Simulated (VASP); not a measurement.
# AlN (P6_3mc) in VASP: elastic constants with LDA

Aim: the elastic constants of AlN with LDA.

Everything below comes from runs of VASP 6.6.1. Logs are shortened: lines on timing, memory, paths and dates and some standing lists are left out, and cuts for length are marked.

## Step 1: The cell of the first run

Symmetry: P6_3mc, No. 186, hexagonal system. The conventional cell has a = 3.020 Å, b = 3.020 Å, c = 4.801 Å, α = 90.00°, β = 90.00°, γ = 120.00°. Al (site symmetry 3m) has 4 N at 1.83 to 1.84 Å within 2.4 Å. Within 2.4 Å of N (site symmetry 3m) lie 4 Al at 1.83 to 1.84 Å.

## Step 2: Elastic constants, LDA

Input file INCAR:

```
PREC = Accurate
ENCUT = 600
EDIFF = 1E-8
ISMEAR = 0
SIGMA = 0.01
LREAL = False
LASPH = True
NELM = 80
ALGO = Normal
ISIF = 3
LWAVE = False
LCHARG = False
GGA = CA
NBANDS = 16
IBRION = 6
NFREE = 2
POTIM = 0.015
NSW = 1
```

Input file KPOINTS:

```
regular mesh
0
Gamma
  12 12 6
```

Input file POSCAR:

```
AlN
1.0
    3.0196822448      0.0000000000      0.0000000000
   -1.5098411224      2.6151215353      0.0000000000
    0.0000000000      0.0000000000      4.8008455430
Al N
2 2
Direct
    0.3333333333      0.6666666667      0.0005228727
    0.6666666667      0.3333333333      0.5005228727
    0.3333333333      0.6666666667      0.3844771273
    0.6666666667      0.3333333333      0.8844771273
```

Potentials or basis: VASP PAW LDA potentials, release 64 (Al, N).

The run is started by

```sh
> cat potpaw_LDA.64/Al/POTCAR potpaw_LDA.64/N/POTCAR > POTCAR
> mpirun -np 1 vasp_std > vasp.out
```

OUTCAR:

```text
PREC = Accurate
   ENCUT = 600
   EDIFF = 1E-8
   ISMEAR = 0
   LREAL = False
   LASPH = True
   NELM = 80
   ISIF = 3
   GGA = CA
   IBRION = 6
   NFREE = 2
   POTIM = 0.015
   NSW = 1

 ion  position               nearest neighbor table
   1  0.333  0.667  0.001-   4 1.83   4 1.83   4 1.83   3 1.84   2 2.97   2 2.97   2 2.97   2 2.97
                             2 2.97   2 2.97
   2  0.667  0.333  0.501-   3 1.83   3 1.83   3 1.83   4 1.84   1 2.97   1 2.97   1 2.97   1 2.97
                             1 2.97   1 2.97
   3  0.333  0.667  0.384-   2 1.83   2 1.83   2 1.83   1 1.84
   4  0.667  0.333  0.884-   1 1.83   1 1.83   1 1.83   2 1.84

  LATTYP: Found a hexagonal cell.
 ALAT       =     3.0196822448
 C/A-ratio  =     1.5898512339

  Lattice vectors:

 A1 = (   3.0196822448,   0.0000000000,   0.0000000000)
 A2 = (  -1.5098411224,   2.6151215353,   0.0000000000)
 A3 = (   0.0000000000,   0.0000000000,   4.8008455430)

Analysis of symmetry for initial positions (statically):
=====================================================================
 Subroutine PRICEL returns:
 Original cell was already a primitive cell.

 Routine SETGRP: Setting up the symmetry group for a
 hexagonal supercell.

 Subroutine GETGRP returns: Found 12 space group operations
 (whereof  6 operations were pure point group operations)
 out of a pool of 24 trial point group operations.

The static configuration has the point symmetry C_3v.
 The point group associated with its full space group is C_6v.

Analysis of symmetry for dynamics (positions and initial velocities):
=====================================================================
 Subroutine PRICEL returns:
 Original cell was already a primitive cell.

 Routine SETGRP: Setting up the symmetry group for a
 hexagonal supercell.

 Subroutine GETGRP returns: Found 12 space group operations
 (whereof  6 operations were pure point group operations)
 out of a pool of 24 trial point group operations.

The dynamic configuration has the point symmetry C_3v.
 The point group associated with its full space group is C_6v.

 Subroutine INISYM returns: Found 12 space group operations
 (whereof  6 operations are pure point group operations),
 and found     1 'primitive' translations

----------------------------------------------------------------------------------------

                                     Primitive cell

  volume of cell :      37.9115

  direct lattice vectors                    reciprocal lattice vectors
     3.019682245  0.000000000  0.000000000     0.331160672  0.191195703  0.000000000
    -1.509841122  2.615121535  0.000000000     0.000000000  0.382391406  0.000000000
     0.000000000  0.000000000  4.800845543     0.000000000  0.000000000  0.208296641

  length of vectors
     3.019682245  3.019682245  4.800845543     0.382391406  0.382391406  0.208296641

  position of ions in fractional coordinates (direct lattice)
     0.333333333  0.666666667  0.000522873
     0.666666667  0.333333333  0.500522873
     0.333333333  0.666666667  0.384477127
     0.666666667  0.333333333  0.884477127

  ion indices of the primitive-cell ions
   primitive index   ion index
                 1           1
                 2           2
                 3           3
                 4           4

----------------------------------------------------------------------------------------

 KPOINTS: regular mesh

Automatic generation of k-mesh.
 Grid dimensions read from file:
 generate k-points for:   12   12    6

 Generating k-lattice:

  Cartesian coordinates                     Fractional coordinates (reciprocal lattice)
     0.027596723  0.015932975  0.000000000     0.083333333  0.000000000  0.000000000
     0.000000000  0.031865950  0.000000000     0.000000000  0.083333333  0.000000000
     0.000000000  0.000000000  0.034716107     0.000000000  0.000000000  0.166666667

  Length of vectors
     0.031865950  0.031865950  0.034716107

  Shift w.r.t. Gamma in fractional coordinates (k-lattice)
[... 64 lines left out ...]
   NUPDOWN=      -1.0000    fix difference up-down
   EMIN   =  10.00;   EMAX   =-10.00  energy-range for DOS
   EFERMI =   0.00;   METHOD = LEGACY
   ISMEAR =     0;   SIGMA  =   0.01  broadening in eV -4-tet -1-fermi 0-gaus
   EFERMI_NEDOS =   21; number of points for ismear=-14 and -15
   IALGO  =     38    algorithm
   IMIX   =      4    mixing-type and parameters
     AMIX     =   0.40;   BMIX     =  1.00
     AMIX_MAG =   1.60;   BMIX_MAG =  1.00
  volume/ion in A,a.u.               =       9.48        63.96
  Fermi-wavevector in a.u.,A,eV,Ry     =   1.227980  2.320545 20.516691  1.507934
  Thomas-Fermi vector in A             =   2.362923
   LORBIT       =      0    0 simple, 1 ext, 2 COOP (PROOUT), +10 PAW based schemes
   GGA     = CA    functional components
   LHFCALC =     F    Hartree Fock is set to
   AEXX    =    0.0000 exact exchange contribution
   IVDW    =     0    specifies the selected vdW correction
   LEPSILON=     F    determine dielectric tensor
   LRPA    =     F    only Hartree local field effects (RPA)
 finite differences with symmetry
 non-spin polarized calculation
 Gauss-broadening in eV      SIGMA  =   0.01
  energy-cutoff  :      600.00
  volume of cell :       37.91
 maximum number of plane-waves:      1296
   NGX = 13   NGY = 13   NGZ = 19

--------------------------------------- Ionic step        1  -------------------------------------------

 number of electron      15.9999998 magnetization

 Free energy of the ion-electron system (eV)
  ---------------------------------------------------
  ext. energy  EPLUGINS =         0.00000000
  ---------------------------------------------------
  free energy    TOTEN  =       -32.67107700 eV

  energy without entropy =      -32.67107700  energy(sigma->0) =      -32.67107700

------------------------ aborting loop because EDIFF is reached ----------------------------------------

  FORCE on cell =-STRESS in cart. coord.  units (eV):
  Direction    XX          YY          ZZ          XY          YZ          ZX
  --------------------------------------------------------------------------------------
  -------------------------------------------------------------------------------------
  Total        4.4707333      4.4707333      4.4535220      0.0000000     -0.0000000     -0.0000000
  in kB      188.9376425    188.9376425    188.2102749      0.0000000     -0.0000000     -0.0000000
  external PRESSURE =     188.6951866 kB  Pullay stress =       0.0000000 kB
[... 95 lines left out ...]
  FREE ENERGIE OF THE ION-ELECTRON SYSTEM (eV)
  ---------------------------------------------------
  free  energy   TOTEN  =       -32.5874329588 eV

  energy  without entropy=      -32.5874329588  energy(sigma->0) =      -32.58743296

[... ionic steps 4 to 18 ...]

--------------------------------------- Ionic step       19  -------------------------------------------

 number of electron      15.9999998 magnetization

------------------------ aborting loop because EDIFF is reached ----------------------------------------
[... 71 lines left out ...]
--------------------------------------- Ionic step       21  -------------------------------------------

 number of electron      15.9999998 magnetization

 Free energy of the ion-electron system (eV)
  ---------------------------------------------------
  ext. energy  EPLUGINS =         0.00000000
  ---------------------------------------------------
  free energy    TOTEN  =       -32.66827160 eV

  energy without entropy =      -32.66827160  energy(sigma->0) =      -32.66827160

 E-fermi :   7.0351     XC(G=0): -11.6734

 val. band max:        6.9018898878   @ k =   0.0000   0.0000   0.0000
 cond. band min:      11.8223137485   @ k =   0.3333   0.3333   0.0000
 fundamental gap:      4.9204238607
 Fermi energy:         7.0350537795

 k-point     1 :       0.0000    0.0000    0.0000
  band No.  band energies     occupation
      1      -8.7769      2.00000
      2      -6.2022      2.00000
      3       0.3855      2.00000
      4       5.9144      2.00000
      5       5.9144      2.00000
      6       6.6112      2.00000
[... 433 lines left out ...]
      3       1.5676      2.00000
      4       2.6836      2.00000
      5       3.3224      2.00000
      6       4.9302      2.00000
[... 8 lines left out ...]
     15      20.1509      0.00000
     16      21.8807      0.00000

 [... further k-points ...]
[... 5 lines left out ...]
  --------------------------------------------------------------------------------------
  -------------------------------------------------------------------------------------
  Total        4.3447249      4.3447249      4.7478244      0.0000000      0.0000000      0.0000000
  in kB      183.6124015    183.6124015    200.6477885      0.0000000      0.0000000      0.0000000
  external PRESSURE =     189.2908638 kB  Pullay stress =       0.0000000 kB
[... 19 lines left out ...]
  FREE ENERGIE OF THE ION-ELECTRON SYSTEM (eV)
  ---------------------------------------------------
  free  energy   TOTEN  =       -32.6682715981 eV

  energy  without entropy=      -32.6682715981  energy(sigma->0) =      -32.66827160

 INTERNAL STRAIN TENSORS FROM STRAINED CELLS
 ============================================

 INTERNAL STRAIN TENSOR FOR ION    1 for displacements in x,y,z  (eV/Angst):
          X           Y           Z          XY          YZ          ZX
  --------------------------------------------------------------------------------
  x     0.00000     0.00000     0.00000   -13.86794     0.00000    -8.02165
  y   -13.88851    13.92189     0.00000    -0.00007    -8.00311     0.00002
  z    -8.49449    -8.50345    18.95188    -0.00030    -0.00757    -0.00021

 INTERNAL STRAIN TENSORS FROM DISPLACED ATOMS
 ============================================

 INTERNAL STRAIN TENSOR FOR ION    1 for displacements in x,y,z  (eV/Angst):
          X           Y           Z          XY          YZ          ZX
  --------------------------------------------------------------------------------
  x     0.00000     0.00000    -0.00000   -13.86801     0.00000    -8.00876
  y   -13.86801    13.86801     0.00000     0.00000    -8.00876     0.00000
  z    -8.46692    -8.46692    18.89120     0.00000     0.00000     0.00000

 INTERNAL STRAIN TENSOR FOR ION    4 for displacements in x,y,z  (eV/Angst):
          X           Y           Z          XY          YZ          ZX
  --------------------------------------------------------------------------------
  x     0.00000     0.00000     0.00000    15.53477     0.00000     8.01244
  y    15.53477   -15.53477    -0.00000    -0.00000     8.01244    -0.00000
  z     8.47528     8.47528   -18.88933     0.00000    -0.00000     0.00000

 Eigenvectors and eigenvalues of the dynamical matrix
 ----------------------------------------------------

   1 f  =   23.920063 THz   150.294189 2PiTHz  797.887420 cm-1    98.925388 meV
             X         Y         Z           dx          dy          dz
     -0.000000  1.743414  0.002510     0.000000   -0.000000    0.094038
      1.509841  0.871707  2.402933     0.000000   -0.000000   -0.094038
     -0.000000  1.743414  1.845815    -0.000000   -0.000000   -0.700826
      1.509841  0.871707  4.246238    -0.000000    0.000000    0.700826
[... 71 lines left out ...]
  12 f/i=    0.001838 THz     0.011547 2PiTHz    0.061302 cm-1     0.007600 meV
             X         Y         Z           dx          dy          dz
     -0.000000  1.743414  0.002510    -0.000000   -0.000000   -0.573780
      1.509841  0.871707  2.402933    -0.000000   -0.000000   -0.573780
     -0.000000  1.743414  1.845815    -0.000000   -0.000000   -0.413251
      1.509841  0.871707  4.246238    -0.000000   -0.000000   -0.413251

--------------------------------------------------------------------------------------------------------

 ELASTIC MODULI CONTR FROM IONIC RELAXATION (kBar)
 Direction    XX          YY          ZZ          XY          YZ          ZX
 --------------------------------------------------------------------------------
 XX       -1347.0579    595.3704    838.1184     -0.0000     -0.0000      0.0000
 YY         595.3704  -1347.0579    838.1184      0.0000     -0.0000     -0.0000
 ZZ         838.1184    838.1184  -1868.9746     -0.0000      0.0000     -0.0000
 XY          -0.0000      0.0000     -0.0000   -971.2142      0.0000     -0.0000
 YZ          -0.0000      0.0000      0.0000      0.0000   -274.9785     -0.0000
 ZX           0.0000     -0.0000     -0.0000     -0.0000     -0.0000   -274.9785
 --------------------------------------------------------------------------------

 TOTAL ELASTIC MODULI (kBar)
 Direction    XX          YY          ZZ          XY          YZ          ZX
 --------------------------------------------------------------------------------
 XX        4488.5951   2033.3006   1680.4442     -0.0000     -0.0000      0.0000
 YY        2033.3006   4488.5951   1680.4442      0.0000     -0.0000     -0.0000
 ZZ        1680.4442   1680.4442   3926.1676     -0.0000      0.0000     -0.0000
 XY          -0.0000      0.0000     -0.0000   1227.6473      0.0000     -0.0000
 YZ          -0.0000      0.0000      0.0000      0.0000   1189.4206     -0.0000
 ZX           0.0000     -0.0000     -0.0000     -0.0000     -0.0000   1189.4206
 --------------------------------------------------------------------------------
```

Run time: 15 min. Hardware: 1 thread of Intel Xeon Platinum 8559C (Emerald Rapids), shared host; peak memory 0.55 GiB.

What came out:

- Voigt bulk modulus: 263 GPa
- Highest phonon frequency at Γ, LO-TO splitting left out: 798 cm⁻¹

Phonon frequencies in cm⁻¹ (negative: imaginary):
| q point | frequencies |
| --- | --- |
| (0.000, 0.000, 0.000) | 0 0 0 238 238 589 690 760 760 763 763 798 |

Elastic tensor in Voigt notation (GPa, in the Cartesian axes of the cell as first typed):
```
449 203 168   0   0   0
203 449 168   0   0   0
168 168 393   0   0   0
  0   0   0 119   0   0
  0   0   0   0 119   0
  0   0   0   0   0 123
```

Clamped-ion elastic tensor (GPa):
```
584 144  84   0   0   0
144 584  84   0   0   0
 84  84 580   0   0   0
  0   0   0 146   0   0
  0   0   0   0 146   0
  0   0   0   0   0 220
```

Caveat: the cell is under stress, which shifts elastic constants.
